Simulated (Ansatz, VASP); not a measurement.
Two plane-wave programs on GaAs

```
Ga As
1.0
     0.00000    2.80169    2.80169
     2.80169    0.00000    2.80169
     2.80169    2.80169    0.00000
Ga As
1 1
Direct
  0.00000 0.00000 0.00000
  0.75000 0.75000 0.75000
```

Alike in both runs: functional LDA; k mesh 12 × 12 × 12; occupations gaussian, width 0.1 eV; no spin polarisation.

Ansatz relaxed the structure, and its values are those at the end. VASP's run is a single point on that final structure, the one shown.

```csv
,VASP,Ansatz
version,VASP 6.6.1,Ansatz 0.2.0
potentials or method,"VASP PAW LDA potentials, release 64 (Ga_d, As), cutoff 520 eV","scalar-relativistic, plane waves, PAW"
valence electrons in the cell,18,28
```

Ansatz gave:

| Property | Result |
| --- | --- |
| gap on the k mesh at the Fermi level (eV) | 0.49 |
| least direct gap on the mesh (eV) | 0.49 |
| pressure (GPa) | 0.0 |

Estimate VASP's values.

gap on the k mesh at the Fermi level (eV): 0.54; least direct gap on the mesh (eV): 0.54; pressure (GPa): 0.3.

Ansatz warns that its potentials were made for another functional, while VASP's fit it. LDA's correlation is that of Perdew and Zunger in VASP and of Perdew and Wang (1992) in Ansatz. VASP's potentials hold 18 valence electrons a cell and Ansatz's 28, so a difference there can come from the potentials and not from the codes.
